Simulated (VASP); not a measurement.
# V2O3 (R-3c) in VASP: further runs, part 2 of 2

VASP 6.6.1. The steps go on from the part before.

## Step 3: Single point, PBE+U, collinear spin, antiferromagnetic start

INCAR

```
SYSTEM = V2O3
PREC = Accurate ; ENCUT = 600
EDIFF = 1E-6 ; ISMEAR = -1
SIGMA = 5E-4 ; LREAL = .FALSE.
LASPH = .TRUE. ; NELM = 200
ALGO = Normal ; ISIF = 2
LWAVE = .FALSE. ; LCHARG = .FALSE.
ISPIN = 2 ; MAGMOM = 2 -2 -2 2 0 0 0 0 0 0
LORBIT = 11 ; LMAXMIX = 4
LDAU = .TRUE. ; LDAUTYPE = 2
LDAUL = 2 -1 ; LDAUU = 6.5 0
LDAUJ = 0 0 ; LDAUPRINT = 1
GGA = PE ; NBANDS = 59
GGA_COMPAT = .FALSE.
```

KPOINTS

```
Automatic mesh
0
G
  4 4 4
  0 0 0
```

POSCAR

```
V2O3
1.0
    2.4760004800      1.4295195400      4.6673300000
   -2.4760004800      1.4295195400      4.6673300000
    0.0000000000     -2.8590390800      4.6673300000
V O
4 6
Direct
    0.8463000000      0.8463000000      0.8463000000
    0.6537000000      0.6537000000      0.6537000000
    0.1537000000      0.1537000000      0.1537000000
    0.3463000000      0.3463000000      0.3463000000
    0.0650000000      0.4350000000      0.7500000000
    0.7500000000      0.0650000000      0.4350000000
    0.4350000000      0.7500000000      0.0650000000
    0.9350000000      0.5650000000      0.2500000000
    0.2500000000      0.9350000000      0.5650000000
    0.5650000000      0.2500000000      0.9350000000
```

Potentials or basis: VASP PAW PBE potentials, release 64 (V_sv, O).

Started as:

```
cat potpaw_PBE.64/V_sv/POTCAR potpaw_PBE.64/O/POTCAR > POTCAR
mpirun -np 1 vasp_std > vasp.out
```

OUTCAR:

```text
SYSTEM = V2O3
   PREC = Accurate
   ENCUT = 600
   EDIFF = 1E-6
   ISMEAR = -1
   LREAL = .FALSE.
   LASPH = .TRUE.
   NELM = 200
   ISIF = 2
   ISPIN = 2
   LORBIT = 11
   GGA = PE

 ion  position               nearest neighbor table
   1  0.846  0.846  0.846-   9 1.96   8 1.96  10 1.96   6 2.06   7 2.06   5 2.06   2 2.70   3 2.88
                             3 2.88   3 2.88
   2  0.654  0.654  0.654-  10 1.96   8 1.96   9 1.96   7 2.06   6 2.06   5 2.06   1 2.70   4 2.88
                             4 2.88   4 2.88
   3  0.154  0.154  0.154-   6 1.96   5 1.96   7 1.96   9 2.06  10 2.06   8 2.06   4 2.70   1 2.88
                             1 2.88   1 2.88
   4  0.346  0.346  0.346-   7 1.96   5 1.96   6 1.96  10 2.06   9 2.06   8 2.06   3 2.70   2 2.88
                             2 2.88   2 2.88
   5  0.065  0.435  0.750-   3 1.96   4 1.96   1 2.06   2 2.06
   6  0.750  0.065  0.435-   3 1.96   4 1.96   1 2.06   2 2.06
   7  0.435  0.750  0.065-   4 1.96   3 1.96   2 2.06   1 2.06
   8  0.935  0.565  0.250-   1 1.96   2 1.96   3 2.06   4 2.06
   9  0.250  0.935  0.565-   1 1.96   2 1.96   3 2.06   4 2.06
  10  0.565  0.250  0.935-   2 1.96   1 1.96   4 2.06   3 2.06

  LATTYP: Found a trigonal (rhomboedric) cell.
 ALAT       =     5.4733969179
 COS(alpha) =     0.5907227939
[... 1904 lines left out ...]
     0.000000000 -2.859039080  4.667330000     0.000000000 -0.233178578  0.071418420

 POSITION                                       TOTAL-FORCE (eV/Angst)
 -----------------------------------------------------------------------------------
      0.00000      0.00000     11.84988        -0.000000     -0.000000      0.902624
      0.00000      0.00000      9.15310        -0.000000     -0.000000     -0.902624
      0.00000      0.00000      2.15211        -0.000000     -0.000000     -0.902624
      0.00000      0.00000      4.84889        -0.000000     -0.000000      0.902624
     -0.91612     -1.42952      5.83416        -0.635971     -0.000000     -0.000000
      1.69606     -0.07862      5.83416         0.317985     -0.550767     -0.000000
     -0.77994      1.50814      5.83416         0.317985      0.550767     -0.000000
      0.91612      1.42952      8.16783         0.635971     -0.000000     -0.000000
     -1.69606      0.07862      8.16783        -0.317985      0.550767     -0.000000
      0.77994     -1.50814      8.16783        -0.317985     -0.550767     -0.000000
 -----------------------------------------------------------------------------------
    total drift:                               -0.000000     -0.000000      0.000000

  FREE ENERGIE OF THE ION-ELECTRON SYSTEM (eV)
  ---------------------------------------------------
  free  energy   TOTEN  =       -72.6529559016 eV

  energy  without entropy=      -72.6529559016  energy(sigma->0) =      -72.65295590

 total charge

# of ion       s       p       d       tot
------------------------------------------
    1        2.250   6.273   2.867  11.390
    2        2.250   6.273   2.867  11.390
    3        2.250   6.273   2.867  11.390
    4        2.250   6.273   2.867  11.390
    5        1.554   3.576   0.000   5.130
    6        1.554   3.576   0.000   5.130
    7        1.554   3.576   0.000   5.130
    8        1.554   3.576   0.000   5.130
    9        1.554   3.576   0.000   5.130
   10        1.554   3.576   0.000   5.130
--------------------------------------------------
tot         18.322  46.550  11.468  76.340

 magnetization (x)

# of ion       s       p       d       tot
------------------------------------------
    1        0.015   0.017   1.872   1.904
    2       -0.015  -0.017  -1.872  -1.904
    3       -0.015  -0.017  -1.872  -1.904
    4        0.015   0.017   1.872   1.904
    5        0.000   0.000   0.000   0.000
    6        0.000   0.000   0.000   0.000
    7        0.000   0.000   0.000   0.000
    8        0.000   0.000   0.000   0.000
    9        0.000   0.000   0.000   0.000
   10        0.000   0.000   0.000   0.000
--------------------------------------------------
tot          0.000   0.000   0.000   0.000
```

OSZICAR:

```text
N       E                     dE             d eps       ncg     rms          rms(c)
DAV:   1     0.143347205977E+04    0.14335E+04   -0.54471E+04  3116   0.186E+03
DAV:   2     0.691228716235E+02   -0.13643E+04   -0.12935E+04  3147   0.575E+02
DAV:   3    -0.803187181383E+02   -0.14944E+03   -0.14598E+03  3462   0.191E+02
[... 11 lines left out ...]
DAV:  15    -0.726528150062E+02   -0.39818E-03   -0.73439E-04  3677   0.142E-01    0.737E-02
DAV:  16    -0.726529153059E+02   -0.10030E-03   -0.32755E-04  3604   0.971E-02    0.335E-02
DAV:  17    -0.726529515237E+02   -0.36218E-04   -0.61821E-05  3686   0.480E-02    0.166E-02
DAV:  18    -0.726529555996E+02   -0.40760E-05   -0.12324E-05  3170   0.211E-02    0.468E-03
DAV:  19    -0.726529559016E+02   -0.30195E-06   -0.19345E-06  2376   0.837E-03
   1 F= -.72652956E+02 E0= -.72652956E+02  d E =0.000000E+00  mag=    -0.0000
```

stdout:

```text
POSCAR found type information on POSCAR V O
 POSCAR found :  2 types and      10 ions
 scaLAPACK will be used
 LDA part: xc-table for (Slater+PW92), standard interpolation
 POSCAR, INCAR and KPOINTS ok, starting setup
 FFT: planning ... GRIDC
 FFT: planning ... GRID_SOFT
 FFT: planning ... GRID
 WAVECAR not read
 entering main loop
```

Run time: 4.5 min. Hardware: 1 thread of Intel Xeon Platinum 8124M at 3.00GHz (Skylake/Cascade Lake), shared host; peak memory 0.46 GiB.

What came out:

| Item | Value |
| --- | --- |
| Free energy | -72.6530 eV |
| Pressure | 28.1 GPa |
| Largest force | 0.903 eV/Å |
| Band gap on the k mesh | 2.97 eV (least direct gap 3.04 eV) |
| Net moment | 0.00 μB per cell |
| Site moments | V +1.90, -1.90 (each value once); O +0.00 μB |
| Valence electrons inside the program's atomic spheres | V 11.39; O 5.13 |

Forces on the atoms (eV/Å):
```
V    0.000  0.000  0.903
V    0.000  0.000 -0.903
V    0.000  0.000 -0.903
V    0.000  0.000  0.903
O   -0.636  0.000  0.000
O    0.318 -0.551  0.000
O    0.318  0.551  0.000
O    0.636  0.000  0.000
O   -0.318  0.551  0.000
O   -0.318 -0.551  0.000
```

Stress tensor (GPa, compression positive):
```
27.91  0.00  0.00
 0.00 27.91  0.00
 0.00  0.00 28.53
```

Eigenvalues of the final occupation matrices:
```csv
site,spin,trace,eigenvalues
site 1 d,1,2.39,0.08 0.22 0.22 0.94 0.94
site 1 d,2,0.51,0.04 0.04 0.06 0.18 0.18
site 2 d,1,0.51,0.04 0.04 0.06 0.18 0.18
site 2 d,2,2.39,0.08 0.22 0.22 0.94 0.94
site 3 d,1,0.51,0.04 0.04 0.06 0.18 0.18
site 3 d,2,2.39,0.08 0.22 0.22 0.94 0.94
site 4 d,1,2.39,0.08 0.22 0.22 0.94 0.94
site 4 d,2,0.51,0.04 0.04 0.06 0.18 0.18
```

Caveat: the cell stands under pressure. The state reached can hang on the start; a lower one may exist.
